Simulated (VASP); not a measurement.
# W (Fmmm) in VASP: further runs

Runs on W. Level: r2SCAN. Tasks: single point.

All numbers are computed with VASP 6.6.1; they aren't measurements. Logs are shortened: lines on timing, memory, paths and dates and some standing lists are left out, and cuts for length are marked.

## (1) The cell of the first run

Symmetry: Fmmm, No. 69, orthorhombic system. Conventional cell: a = 3.168 Å, b = 4.458 Å, c = 4.503 Å, α = 90.00°, β = 90.00°, γ = 90.00°. W (site symmetry mmm) has 14 W at 2.73 to 3.17 Å within 3.6 Å.

## (2) Single point, r2SCAN (strain -0.0100 x Voigt [0, 0, 0, 1, 0, 0])

Input file POSCAR:

```
W
1.0
   -1.5841843287      1.5762634071      1.5762634071
    1.5841843287     -1.5921052503      1.5921052503
    1.5841843287      1.5921052503     -1.5921052503
W
1
Direct
    0.0000000000      0.0000000000      0.0000000000
```

Input file INCAR.step1:

```
SYSTEM = W
PREC = Accurate
ENCUT = 520
ISMEAR = 0
SIGMA = 0.15
LREAL = .False.
LASPH = .True.
NELM = 60
NBANDS = 13
GGA = PE
ALGO = Normal
EDIFF = 1E-4
LWAVE = .True.
LCHARG = .False.
```

Input file INCAR.step2:

```
SYSTEM = W
PREC = Accurate
ENCUT = 520
EDIFF = 1E-6
ISMEAR = 0
SIGMA = 0.15
LREAL = .False.
LASPH = .True.
NELM = 60
ALGO = Normal
ISIF = 2
LWAVE = .False.
LCHARG = .False.
METAGGA = R2SCAN
LMIXTAU = .True.
NBANDS = 13
ISTART = 1
```

Input file KPOINTS:

```
regular mesh
0
Gamma
  26 26 26
  0 0 0
```

Potentials or basis: VASP PAW PBE potentials, release 64 (W_sv).

On the command line:

```console
$ cat potpaw_PBE.64/W_sv/POTCAR > POTCAR
$ cp INCAR.step1 INCAR
$ mpirun -np 1 vasp_std > vasp.out
$ cp INCAR.step2 INCAR
$ mpirun -np 1 vasp_std > vasp.out
```

OUTCAR:

```text
SYSTEM = W
   PREC = Accurate
   ENCUT = 520
   EDIFF = 1E-6
   ISMEAR = 0
   LREAL = .False.
   LASPH = .True.
   NELM = 60
   ISIF = 2
   METAGGA = R2SCAN
   ISTART = 1

 ion  position               nearest neighbor table
   1  0.000  0.000  0.000-

  LATTYP: Found a face centered orthorhombic cell.
 ALAT       =     3.1683686574
 B/A-ratio  =     1.4071424946
 C/A-ratio  =     1.4212846301

  Lattice vectors:

 A1 = (   0.0000000000,  -0.0158418432,   3.1683686574)
 A2 = (   1.5841843287,  -1.5921052503,   1.5921052503)
 A3 = (   1.5841843287,   1.5762634071,   1.5762634071)

Analysis of symmetry for initial positions (statically):
=====================================================================
 Subroutine PRICEL returns:
 Original cell was already a primitive cell.

 Routine SETGRP: Setting up the symmetry group for a
 face centered orthorhombic supercell.

 Subroutine GETGRP returns: Found  8 space group operations
 (whereof  8 operations were pure point group operations)
 out of a pool of  8 trial point group operations.

The static configuration has the point symmetry D_2h.

Analysis of symmetry for dynamics (positions and initial velocities):
=====================================================================
 Subroutine PRICEL returns:
 Original cell was already a primitive cell.

 Routine SETGRP: Setting up the symmetry group for a
 face centered orthorhombic supercell.

 Subroutine GETGRP returns: Found  8 space group operations
 (whereof  8 operations were pure point group operations)
 out of a pool of  8 trial point group operations.

The dynamic configuration has the point symmetry D_2h.

 Subroutine INISYM returns: Found  8 space group operations
 (whereof  8 operations are pure point group operations),
 and found     1 'primitive' translations

----------------------------------------------------------------------------------------

                                     Primitive cell

  volume of cell :      15.9025

  direct lattice vectors                    reciprocal lattice vectors
    -1.584184329  1.576263407  1.576263407     0.000000000  0.317205867  0.317205867
     1.584184329 -1.592105250  1.592105250     0.315619837  0.001578139  0.315627728
     1.584184329  1.592105250 -1.592105250     0.315619837  0.315627728  0.001578139

  length of vectors
     2.734749101  2.753041635  2.753041635     0.448596839  0.446362224  0.446362224

  position of ions in fractional coordinates (direct lattice)
     0.000000000  0.000000000  0.000000000

  ion indices of the primitive-cell ions
   primitive index   ion index
                 1           1

----------------------------------------------------------------------------------------

 KPOINTS: regular mesh

Automatic generation of k-mesh.
 Grid dimensions read from file:
 generate k-points for:   26   26   26

 Generating k-lattice:

  Cartesian coordinates                     Fractional coordinates (reciprocal lattice)
     0.000000000  0.012200226  0.012200226     0.038461538  0.000000000  0.000000000
     0.012139225  0.000060698  0.012139528     0.000000000  0.038461538 -0.000000000
     0.012139225  0.012139528  0.000060698     0.000000000 -0.000000000  0.038461538

  Length of vectors
     0.017253725  0.017167778  0.017167778

  Shift w.r.t. Gamma in fractional coordinates (k-lattice)
     0.000000000  0.000000000  0.000000000

 Subroutine IBZKPT returns following result:
 ===========================================

 Found   2471 irreducible k-points:

 Following reciprocal coordinates:
            Coordinates               Weight
  0.000000  0.000000  0.000000      1.000000
  0.038462  0.000000  0.000000      2.000000
  0.076923  0.000000  0.000000      2.000000
  0.115385  0.000000  0.000000      2.000000
  0.153846  0.000000  0.000000      2.000000
  0.192308  0.000000  0.000000      2.000000
[... 16 lines left out ...]
  0.307692  0.038462  0.000000      8.000000
  0.346154  0.038462  0.000000      8.000000
 [... further k-points ...]
   k-points           NKPTS =   2471   k-points in BZ     NKDIM =   2471   number of bands    NBANDS=     13
   number of dos      NEDOS =    301   number of ions     NIONS =      1
   total plane-waves  NPLWV =   8000
   dimension x,y,z NGX =    20 NGY =   20 NGZ =   20
   dimension x,y,z NGXF=    40 NGYF=   40 NGZF=   40
   ions per type =               1
   NGX,Y,Z   is equivalent  to a cutoff of  12.16, 12.08, 12.08 a.u.
   NGXF,Y,Z  is equivalent  to a cutoff of  24.32, 24.15, 24.15 a.u.
 SYSTEM =  W
   PREC   = accura    normal or accurate (medium, high low for compatibility)
   ISTART =      1    job   : 0-new  1-cont  2-samecut
   ICHARG =      0    charge: 1-file 2-atom 10-const
   ISPIN  =      1    spin polarized calculation?
   LNONCOLLINEAR =      F non collinear calculations
   LSORBIT =      F    spin-orbit coupling
   LASPH  =      T    aspherical Exc in radial PAW
   ENCUT  =  520.0 eV  38.22 Ry    6.18 a.u.   5.08  5.12  5.12*2*pi/ulx,y,z
   NELM   =     60;   NELMIN=  2; NELMDL=  0     # of ELM steps
   EDIFF  = 0.1E-05   stopping-criterion for ELM
   LREAL  =      F    real-space projection
[... 7 lines left out ...]
   TEBEG  =    0.0;   TEEND  =   0.0 temperature during run
   PSTRESS=    0.0 pullay stress
   NELECT =      14.0000    total number of electrons
   NUPDOWN=      -1.0000    fix difference up-down
   EMIN   =  10.00;   EMAX   =-10.00  energy-range for DOS
   EFERMI =   0.00;   METHOD = LEGACY
   ISMEAR =     0;   SIGMA  =   0.15  broadening in eV -4-tet -1-fermi 0-gaus
   EFERMI_NEDOS =   21; number of points for ismear=-14 and -15
   IALGO  =     38    algorithm
   IMIX   =      4    mixing-type and parameters
     AMIX     =   0.40;   BMIX     =  1.00
     AMIX_MAG =   1.60;   BMIX_MAG =  1.00
  volume/ion in A,a.u.               =      15.90       107.32
  Fermi-wavevector in a.u.,A,eV,Ry     =   1.569021  2.965020 33.495188  2.461827
  Thomas-Fermi vector in A             =   2.670965
   LORBIT       =      0    0 simple, 1 ext, 2 COOP (PROOUT), +10 PAW based schemes
   METAGGA = R2SCAN    functional components
   LHFCALC =     F    Hartree Fock is set to
   AEXX    =    0.0000 exact exchange contribution
   IVDW    =     0    specifies the selected vdW correction
   LEPSILON=     F    determine dielectric tensor
   LRPA    =     F    only Hartree local field effects (RPA)
 non-spin polarized calculation
 Gauss-broadening in eV      SIGMA  =   0.15
  energy-cutoff  :      520.00
  volume of cell :       15.90
 maximum number of plane-waves:       442
   NGX = 11   NGY = 11   NGZ = 11

 number of electron      14.0000003 magnetization

 Free energy of the ion-electron system (eV)
  ---------------------------------------------------
  ext. energy  EPLUGINS =         0.00000000
  ---------------------------------------------------
  free energy    TOTEN  =       -51.35383991 eV

  energy without entropy =      -51.34933214  energy(sigma->0) =      -51.35158602

 E-fermi :  11.2362     XC(G=0): -14.9398

 val. band max:       11.2341555656   @ k =   0.1538  -0.1923   0.1538
 cond. band min:      11.2362180075   @ k =   0.3077  -0.3846   0.3462
 fundamental gap:      0.0020624419
 Fermi energy:        11.2362013467

 k-point     1 :       0.0000    0.0000    0.0000
  band No.  band energies     occupation
      1     -64.8786      2.00000
      2     -27.7589      2.00000
      3     -27.7426      2.00000
      4     -27.7270      2.00000
      5       1.1322      2.00000
      6       9.8688      2.00000
      7       9.9619      2.00000
      8      10.0614      2.00000
      9      13.7984      0.00000
     10      13.8020      0.00000
     11      26.3985      0.00000
     12      26.4969      0.00000
     13      26.5948      0.00000

 k-point     2 :       0.0385    0.0000    0.0000
  band No.  band energies     occupation
      1     -64.8764      2.00000
      2     -27.7589      2.00000
      3     -27.7495      2.00000
      4     -27.7489      2.00000
      5       1.2082      2.00000
      6       9.9420      2.00000
      7       9.9557      2.00000
      8      10.0132      2.00000
      9      13.7163      0.00000
     10      13.7960      0.00000
     11      26.4676      0.00000
     12      26.6269      0.00000
     13      26.7845      0.00000

 k-point     3 :       0.0769    0.0000    0.0000
  band No.  band energies     occupation
      1     -64.8698      2.00000
      2     -27.8130      2.00000
      3     -27.7698      2.00000
      4     -27.7591      2.00000
      5       1.4322      2.00000
      6       9.8744      2.00000
      7       9.9297      2.00000
      8      10.1601      2.00000
      9      13.4949      0.00000
     10      13.7912      0.00000
     11      26.6597      0.00000
     12      27.0107      0.00000
     13      27.3100      0.00000
[... 305 lines left out ...]
 k-point    23 :       0.3077    0.0385    0.0000
  band No.  band energies     occupation
      1     -64.7648      2.00000
      2     -28.7635      2.00000
      3     -28.0832      2.00000
      4     -27.7692      2.00000
      5       4.5651      2.00000
      6       8.1053      2.00000
      7       9.5581      2.00000
      8      13.2729      0.00000
      9      14.2112      0.00000
     10      14.6805      0.00000
     11      25.2677      0.00000
     12      26.4462      0.00000
     13      33.1583      0.00000

 k-point    24 :       0.3462    0.0385    0.0000
  band No.  band energies     occupation
      1     -64.7495      2.00000
      2     -28.8921      2.00000
      3     -28.1289      2.00000
      4     -27.7696      2.00000
      5       4.7374      2.00000
      6       7.8932      2.00000
      7      10.0330      2.00000
      8      13.4604      0.00000
      9      14.3376      0.00000
     10      15.6232      0.00000
     11      24.5416      0.00000
     12      25.2933      0.00000
     13      31.7454      0.00000

 [... further k-points ...]

------------------------ aborting loop because EDIFF is reached ----------------------------------------

  FORCE on cell =-STRESS in cart. coord.  units (eV):
  Direction    XX          YY          ZZ          XY          YZ          ZX
  --------------------------------------------------------------------------------------
  -------------------------------------------------------------------------------------
  Total        0.1450441      0.1416642      0.1416642      0.0000000      0.1526689      0.0000000
  in kB       14.6131714     14.2726425     14.2726425      0.0000000     15.3813683      0.0000000
  external PRESSURE =      14.3861521 kB  Pullay stress =       0.0000000 kB

 VOLUME and BASIS-vectors are now :
 -----------------------------------------------------------------------------
  energy-cutoff  :      520.00
  volume of cell :       15.90
      direct lattice vectors                 reciprocal lattice vectors
    -1.584184329  1.576263407  1.576263407     0.000000000  0.317205867  0.317205867
     1.584184329 -1.592105250  1.592105250     0.315619837  0.001578139  0.315627728
     1.584184329  1.592105250 -1.592105250     0.315619837  0.315627728  0.001578139

 POSITION                                       TOTAL-FORCE (eV/Angst)
 -----------------------------------------------------------------------------------
      0.00000      0.00000      0.00000         0.000000     -0.000000      0.000000
 -----------------------------------------------------------------------------------
    total drift:                                0.000000     -0.000000      0.000000

  FREE ENERGIE OF THE ION-ELECTRON SYSTEM (eV)
  ---------------------------------------------------
  free  energy   TOTEN  =       -51.3538399102 eV

  energy  without entropy=      -51.3493321358  energy(sigma->0) =      -51.35158602
```

It took 7.6 min on 1 thread of Intel Xeon 6975P-C (Granite Rapids), shared host; peak memory 0.54 GiB.

What came out:

```yaml
Free_energy: -51.3538 eV
Pressure: 1.4 GPa
Band_gap_on_the_k_mesh: zero (bands 7 and 8 overlap by 6.43 eV)
```

Levels at points of the mesh, in eV from the Fermi level:
| k point | band 5 | band 6 | band 7 | band 8 | band 9 | band 10 |
| --- | --- | --- | --- | --- | --- | --- |
| (0.00, 0.00, 0.00) | -10.10 | -1.37 | -1.27 | -1.17 | 2.56 | 2.57 |
| (0.50, 0.00, 0.00) | -6.52 | -3.70 | 0.61 | 2.33 | 3.36 | 6.39 |
| (0.00, 0.50, 0.00) | -6.53 | -3.73 | 0.52 | 2.40 | 3.44 | 6.31 |
| (0.00, 0.50, 0.50) | -6.55 | -3.76 | 0.44 | 2.47 | 3.53 | 6.25 |
| (0.50, 0.50, 0.50) | -5.99 | -5.99 | 5.21 | 5.32 | 5.43 | 8.46 |

Caveat: the cell differs from its parent crystal (strain -0.0100 x Voigt [0, 0, 0, 1, 0, 0]); the PAW data sets were made with another functional, which shifts forces and pressure a little; spin-orbit coupling is left out, which moves the levels of the heavy elements.

## (3) Single point, r2SCAN (strain +0.0050 x Voigt [0, 0, 0, 1, 0, 0])

Input file POSCAR:

```
W
1.0
   -1.5841843287      1.5881447895      1.5881447895
    1.5841843287     -1.5802238679      1.5802238679
    1.5841843287      1.5802238679     -1.5802238679
W
1
Direct
    0.0000000000      0.0000000000      0.0000000000
```

INCAR.step1 is that of step 2.

Input file INCAR.step2:

```
SYSTEM = W
PREC = Accurate
ENCUT = 520
EDIFF = 1E-7
ISMEAR = 0
SIGMA = 0.15
LREAL = .False.
LASPH = .True.
NELM = 60
ALGO = Normal
ISIF = 2
LWAVE = .False.
LCHARG = .True.
METAGGA = R2SCAN
LMIXTAU = .True.
LELF = .True.
LVHAR = .True.
NBANDS = 13
ISTART = 1
```

Input file KPOINTS:

```
Automatic mesh
0
Gamma
  26 26 26
  0 0 0
```

Potentials or basis: VASP PAW PBE potentials, release 64 (W_sv).

On the command line:

```console
$ cat potpaw_PBE.64/W_sv/POTCAR > POTCAR
$ cp INCAR.step1 INCAR
$ mpirun -np 1 vasp_std > vasp.out
$ cp INCAR.step2 INCAR
$ mpirun -np 1 vasp_std > vasp.out
```

OUTCAR:

```text
SYSTEM = W
   PREC = Accurate
   ENCUT = 520
   EDIFF = 1E-7
   ISMEAR = 0
   LREAL = .False.
   LASPH = .True.
   NELM = 60
   ISIF = 2
   METAGGA = R2SCAN
   ISTART = 1

 ion  position               nearest neighbor table
   1  0.000  0.000  0.000-

  LATTYP: Found a face centered orthorhombic cell.
 ALAT       =     3.1683686574
 B/A-ratio  =     1.4106780285
 C/A-ratio  =     1.4177490963

  Lattice vectors:

 A1 = (   0.0000000000,   3.1683686574,   0.0079209216)
 A2 = (   1.5841843287,   1.5881447895,   1.5881447895)
 A3 = (   1.5841843287,   1.5802238679,  -1.5802238679)

Analysis of symmetry for initial positions (statically):
=====================================================================
 Subroutine PRICEL returns:
 Original cell was already a primitive cell.

 Routine SETGRP: Setting up the symmetry group for a
 face centered orthorhombic supercell.

 Subroutine GETGRP returns: Found  8 space group operations
 (whereof  8 operations were pure point group operations)
 out of a pool of  8 trial point group operations.

The static configuration has the point symmetry D_2h.
[... 168 lines left out ...]
      1     -64.8789      2.00000
      2     -27.7510      2.00000
      3     -27.7430      2.00000
      4     -27.7351      2.00000
      5       1.1324      2.00000
      6       9.9169      2.00000
      7       9.9642      2.00000
      8      10.0132      2.00000
      9      13.7975      0.00000
     10      13.7985      0.00000
     11      26.4462      0.00000
     12      26.4953      0.00000
     13      26.5443      0.00000
[... 354 lines left out ...]
  band No.  band energies     occupation
      1     -64.7564      2.00000
      2     -28.8811      2.00000
      3     -28.1066      2.00000
      4     -27.7516      2.00000
      5       4.7037      2.00000
      6       7.8374      2.00000
      7       9.9559      2.00000
      8      13.5538      0.00000
      9      14.4476      0.00000
     10      15.6022      0.00000
     11      24.6026      0.00000
     12      25.1519      0.00000
     13      31.7088      0.00000

 [... further k-points ...]

------------------------ aborting loop because EDIFF is reached ----------------------------------------

  FORCE on cell =-STRESS in cart. coord.  units (eV):
  Direction    XX          YY          ZZ          XY          YZ          ZX
  --------------------------------------------------------------------------------------
  -------------------------------------------------------------------------------------
  Total        0.1360534      0.1351935      0.1351935     -0.0000000     -0.0762912      0.0000000
  in kB       13.7070947     13.6204622     13.6204622     -0.0000000     -7.6861847      0.0000000
  external PRESSURE =      13.6493397 kB  Pullay stress =       0.0000000 kB

 VOLUME and BASIS-vectors are now :
 -----------------------------------------------------------------------------
  energy-cutoff  :      520.00
  volume of cell :       15.90
      direct lattice vectors                 reciprocal lattice vectors
    -1.584184329  1.588144790  1.588144790     0.000000000  0.314832755  0.314832755
     1.584184329 -1.580223868  1.580223868     0.315619837 -0.000789055  0.315621810
     1.584184329  1.580223868 -1.580223868     0.315619837  0.315621810 -0.000789055

 POSITION                                       TOTAL-FORCE (eV/Angst)
 -----------------------------------------------------------------------------------
      0.00000      0.00000      0.00000        -0.000000      0.000000      0.000000
 -----------------------------------------------------------------------------------
    total drift:                                0.000000     -0.000000      0.000000

  FREE ENERGIE OF THE ION-ELECTRON SYSTEM (eV)
  ---------------------------------------------------
  free  energy   TOTEN  =       -51.3544161041 eV

  energy  without entropy=      -51.3499127169  energy(sigma->0) =      -51.35216441
```

OUTCAR.step1:

```text
SYSTEM = W
   PREC = Accurate
   ENCUT = 520
   ISMEAR = 0
   LREAL = .False.
   LASPH = .True.
[... 602 lines left out ...]
 POSITION                                       TOTAL-FORCE (eV/Angst)
 -----------------------------------------------------------------------------------
      0.00000      0.00000      0.00000        -0.000000      0.000000     -0.000000
 -----------------------------------------------------------------------------------
    total drift:                                0.000000     -0.000000     -0.000000

  FREE ENERGIE OF THE ION-ELECTRON SYSTEM (eV)
  ---------------------------------------------------
  free  energy   TOTEN  =       -12.9529699237 eV

  energy  without entropy=      -12.9478584934  energy(sigma->0) =      -12.95041421
```

It took 9.4 min on 1 thread of Intel Xeon 6975P-C (Granite Rapids), shared host; peak memory 0.54 GiB.

Results:

* Free energy: -51.3544 eV
* Pressure: 1.4 GPa
* Band gap on the k mesh: zero (bands 7 and 8 overlap by 6.51 eV)

Caveat: the cell differs from its parent crystal (strain +0.0050 x Voigt [0, 0, 0, 1, 0, 0]); the PAW data sets were made with another functional, which shifts forces and pressure a little; spin-orbit coupling is left out, which moves the levels of the heavy elements.
